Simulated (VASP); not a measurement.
# PbO2 (P4_2/mnm) in VASP: further runs, part 2 of 2

VASP 6.6.1.

## 5. Single point, PBE

This run uses another cell than the first one, of 14.81 Å³/atom.

File INCAR:

```
PREC = Accurate
ENCUT = 520
EDIFF = 1E-7
ISMEAR = -1
SIGMA = 0.02
LREAL = F
LASPH = T
NELM = 80
ALGO = Normal
ISIF = 2
LWAVE = F
LCHARG = F
GGA = PE
NBANDS = 35
```

File KPOINTS:

```
regular mesh
0
Gamma
  6 6 8
```

File POSCAR:

```
PbO2
1.0
    5.0824393498      0.0000000000      0.0000000000
    0.0000000000      5.0824393498      0.0000000000
    0.0000000000      0.0000000000      3.4408914500
Pb O
2 4
Direct
    0.0000000000      0.0000000000      0.0000000000
    0.5000000000      0.5000000000      0.5000000000
    0.3079664350      0.3079664350      0.0000000000
    0.1920335650      0.8079664350      0.5000000000
    0.8079664350      0.1920335650      0.5000000000
    0.6920335650      0.6920335650      0.0000000000
```

Potentials or basis: VASP PAW PBE potentials, release 64 (Pb_d, O).

Command:

```bash
> cat potpaw_PBE.64/Pb_d/POTCAR potpaw_PBE.64/O/POTCAR > POTCAR
> mpirun -np 1 vasp_std > vasp.out
```

Run time: 95 s. Hardware: 1 thread of AMD EPYC 9R45 (Zen 5), shared host; peak memory 0.25 GiB.

The run converged. Its results:

```
Free energy            : -31.8678 eV
Pressure               : 0.2 GPa
Largest force          : 0.009 eV/Å
Band gap on the k mesh : 0.02 eV (least direct gap 0.11 eV)
```

Forces on the atoms (eV/Å):
```
Pb   0.000  0.000  0.000
Pb   0.000  0.000  0.000
O   -0.006 -0.006  0.000
O    0.006 -0.006  0.000
O   -0.006  0.006  0.000
O    0.006  0.006  0.000
```

Stress tensor (GPa, compression positive):
```
0.18 0.00 0.00
0.00 0.18 0.00
0.00 0.00 0.36
```

Levels at points of the mesh, in eV from the valence-band top:
| k point | band 23 | band 24 | band 25 | band 26 | band 27 | band 28 | band 29 | band 30 |
| --- | --- | --- | --- | --- | --- | --- | --- | --- |
| (0.00, 0.00, 0.00) | -0.63 | -0.63 | -0.55 | -0.55 | 0.09 | 3.88 | 5.75 | 5.75 |
| (0.50, 0.00, 0.00) | -0.66 | -0.66 | -0.36 | -0.36 | 2.07 | 2.07 | 6.34 | 6.34 |
| (0.50, 0.50, 0.00) | -0.68 | -0.68 | -0.46 | -0.46 | 2.47 | 2.47 | 6.53 | 6.53 |
| (0.00, 0.00, 0.50) | -1.01 | -1.01 | -0.73 | -0.73 | 3.38 | 3.38 | 8.59 | 8.59 |
| (0.50, 0.00, 0.50) | -0.71 | -0.71 | -0.27 | -0.27 | 3.66 | 3.66 | 7.01 | 7.01 |
| (0.50, 0.50, 0.50) | -0.63 | -0.63 | -0.48 | -0.48 | 2.53 | 2.53 | 8.11 | 8.11 |

Caveat: the structure was generated, so it needn't be the stable form of PbO2; spin-orbit coupling is left out, which moves the levels of the heavy elements. A k mesh can miss the band edges.

## 6. Relaxation of cell and atoms, PBEsol

This run uses another cell than the first one, of 14.81 Å³/atom.

File INCAR:

```
ALGO = Normal ; EDIFF = 1E-6
EDIFFG = -0.005 ; ENCUT = 600
GGA = PS ; IBRION = 2
ISIF = 3 ; ISMEAR = -1
LASPH = T ; LCHARG = F
LREAL = F ; LWAVE = F
NELM = 80 ; NSW = 80
PREC = Accurate ; SIGMA = 0.02
```

File KPOINTS:

```
k-points
0
Gamma
  4 4 6
```

POSCAR is that of step 5.

Potentials or basis: VASP PAW PBE potentials, release 64 (Pb_d, O).

Command:

```bash
> cat potpaw_PBE.64/Pb_d/POTCAR potpaw_PBE.64/O/POTCAR > POTCAR
> mpirun -np 1 vasp_std > vasp.out
```

It took 3.6 min on 1 thread of AMD EPYC 9R45 (Zen 5), shared host; peak memory 0.23 GiB.

The run converged. Its results:

| Item | Value |
| --- | --- |
| Free energy | -34.0880 eV |
| Relaxed volume | 14.20 Å³/atom |
| Relaxed cell | a = 4.995 Å, b = 4.995 Å, c = 3.415 Å, α = 90.00°, β = 90.00°, γ = 90.00° |
| Space group after relaxing (to 0.1 Å) | P4_2/mnm (No. 136) |
| Energy gained by relaxing | 9.7 meV/atom |
| Ionic steps | 10 |
| Pressure after relaxing | 0.0 GPa |
| Largest force after relaxing | 0.004 eV/Å |
| Band gap on the k mesh | 0.18 eV (least direct gap 0.69 eV) |

Forces on the atoms (eV/Å):
```
Pb   0.000  0.000  0.000
Pb   0.000  0.000  0.000
O   -0.003 -0.003  0.000
O    0.003 -0.003  0.000
O   -0.003  0.003  0.000
O    0.003  0.003  0.000
```

The path:
| step | energy change (eV) | largest force (eV/Å) | pressure (GPa) | volume (Å³) |
| --- | --- | --- | --- | --- |
| 1 | 0.0000 | 0.0583 | -5.06 | 88.88 |
| 2 | -0.0179 | 0.1968 | 4.64 | 83.00 |
| 3 | -0.0551 | 0.0721 | -0.10 | 85.57 |
| 4 | -0.0551 | 0.0751 | 0.02 | 85.50 |
| 5 | -0.0573 | 0.0249 | 0.04 | 85.34 |
| 6 | -0.0581 | 0.0302 | 0.11 | 85.16 |
| 7 | -0.0581 | 0.0261 | 0.11 | 85.17 |
| 8 | -0.0583 | 0.0147 | -0.11 | 85.29 |
| 9 | -0.0583 | 0.0132 | -0.11 | 85.30 |
| 10 | -0.0583 | 0.0040 | 0.02 | 85.20 |

Final structure:
```
Pb O
1.0
     4.99525    0.00000    0.00000
     0.00000    4.99525    0.00000
     0.00000    0.00000    3.41468
Pb O
2 4
Cartesian
  0.0000 0.0000 0.0000
  2.4976 2.4976 1.7073
  1.5365 1.5365 3.4147
  0.9611 4.0341 1.7073
  4.0341 0.9611 1.7073
  3.4587 3.4587 0.0000
```

Levels at points of the mesh, in eV from the valence-band top:
| k point | band 24 | band 25 | band 26 | band 27 | band 28 | band 29 |
| --- | --- | --- | --- | --- | --- | --- |
| (0.00, 0.00, 0.00) | -0.53 | -0.51 | -0.51 | 0.18 | 4.23 | 5.81 |
| (0.50, 0.00, 0.00) | -0.57 | -0.29 | -0.29 | 2.44 | 2.44 | 6.41 |
| (0.50, 0.50, 0.00) | -0.59 | -0.39 | -0.39 | 2.84 | 2.84 | 6.70 |
| (0.00, 0.00, 0.50) | -1.03 | -0.70 | -0.70 | 3.76 | 3.76 | 8.82 |
| (0.50, 0.00, 0.50) | -0.69 | -0.13 | -0.13 | 4.07 | 4.07 | 7.26 |
| (0.50, 0.50, 0.50) | -0.58 | -0.43 | -0.43 | 2.83 | 2.83 | 8.25 |

Caveat: the structure was generated, so it needn't be the stable form of PbO2; the PAW data sets were made with another functional, which shifts forces and pressure a little; spin-orbit coupling is left out, which moves the levels of the heavy elements. A k mesh can miss the band edges.

## 7. The runs side by side

```csv
task,level,potentials or basis,cell,k mesh,cutoff (eV),gap on the mesh (eV),pressure (GPa),largest force (eV/Å)
single point,r2SCAN,"VASP PAW PBE potentials, release 64 (Pb_d, O)","a = 4.984, b = 4.984, c = 3.408 Å, 6 atoms, atomic positions A",4 × 4 × 6,520,0.18,0.9,0.02
single point,PBE,"VASP PAW PBE potentials, release 64 (Pb_d, O)","a = 4.984, b = 4.984, c = 3.408 Å, 6 atoms, atomic positions A",6 × 6 × 8,520,0.10,6.6,0.03
single point,LDA,"VASP PAW LDA potentials, release 64 (Pb_d, O)","a = 4.984, b = 4.984, c = 3.408 Å, 6 atoms, atomic positions A",6 × 6 × 8,520,0.07,-3.1,0.06
single point,PBE,"VASP PAW PBE potentials, release 64 (Pb_d, O)","a = 5.082, b = 5.082, c = 3.441 Å, 6 atoms, atomic positions B",6 × 6 × 8,520,0.02,0.2,0.01
relaxation of cell and atoms,PBEsol,"VASP PAW PBE potentials, release 64 (Pb_d, O)","relaxed from a = 5.082, b = 5.082, c = 3.441 Å, 6 atoms, atomic positions B",4 × 4 × 6,600,0.18,0.0,-
```

Alike in all rows: no spin polarisation; smearing fermi-dirac 0.02 eV.

Caveats: the structure was generated, so it needn't be the stable form of PbO2; spin-orbit coupling is left out, which moves the levels of the heavy elements; the PAW data sets were made with another functional, which shifts forces and pressure a little (at least some runs); the cell stands under pressure (at least some runs); the cell stands under tension (at least some runs).

Absolute energies hang on the potentials; compare differences alone.
